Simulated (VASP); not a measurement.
Write the native input for VASP 6.6.1 that does the following.

| Item | Value |
| --- | --- |
| Task | single point |
| Functional | r2SCAN |
| Potentials or basis | VASP PAW PBE potentials, release 64 (Cd, F) |
| Cutoff | 520 eV |
| k mesh | 9 × 9 × 9 |
| Occupations | fermi-dirac, width 0.05 eV |
| Spin | no spin polarisation |
| Dipole correction | no |
| Further INCAR settings | ALGO = Normal; EDIFF = 1e-06; NBANDS = 20 |

Crystal: CdF2.

```
Cd F
1.0
     0.00000    2.63900    2.63900
     2.63900    0.00000    2.63900
     2.63900    2.63900    0.00000
Cd F
1 2
Direct
  0.00000 0.00000 0.00000
  0.75000 0.75000 0.75000
  0.25000 0.25000 0.25000
```

The input as run:

POSCAR

```
CdF2
1.0
    0.0000000000      2.6390049769      2.6390049769
    2.6390049769      0.0000000000      2.6390049769
    2.6390049769      2.6390049769      0.0000000000
Cd F
1 2
Direct
    0.0000000000      0.0000000000      0.0000000000
    0.7500000000      0.7500000000      0.7500000000
    0.2500000000      0.2500000000      0.2500000000
```

INCAR.step1

```
SYSTEM = CdF2
  PREC = Accurate
  ENCUT = 520
  ISMEAR = -1
  SIGMA = 0.05
  LREAL = .FALSE.
  LASPH = .TRUE.
  NELM = 60
  NBANDS = 20
  GGA = PE
  ALGO = Normal
  EDIFF = 1E-4
  LWAVE = .TRUE.
  LCHARG = .FALSE.
```

INCAR.step2

```
SYSTEM = CdF2
  PREC = Accurate
  ENCUT = 520
  EDIFF = 1E-6
  ISMEAR = -1
  SIGMA = 0.05
  LREAL = .FALSE.
  LASPH = .TRUE.
  NELM = 60
  ALGO = Normal
  ISIF = 2
  LWAVE = .FALSE.
  LCHARG = .TRUE.
  METAGGA = R2SCAN
  LMIXTAU = .TRUE.
  LELF = .TRUE.
  LVHAR = .TRUE.
  NBANDS = 20
  ISTART = 1
```

KPOINTS

```
regular mesh
0
G
  9 9 9
  0 0 0
```

Potentials or basis: VASP PAW PBE potentials, release 64 (Cd, F).

Command:

```bash
$ cat potpaw_PBE.64/Cd/POTCAR potpaw_PBE.64/F/POTCAR > POTCAR
$ cp INCAR.step1 INCAR
$ mpirun -np 1 vasp_std > vasp.out
$ cp INCAR.step2 INCAR
$ mpirun -np 1 vasp_std > vasp.out
```

Results of the run:

| Property | Result |
| --- | --- |
| Pressure | 9.6 GPa |
| Band gap on the k mesh | 4.00 eV, indirect (least direct gap 4.39 eV) |

Caveat: the PAW data sets were made with another functional, which shifts forces and pressure a little.

It took 2.4 min on 1 thread of AMD EPYC 7R43 64-Core Processor (Zen 3), with other jobs on the host, peak memory 0.14 GiB.
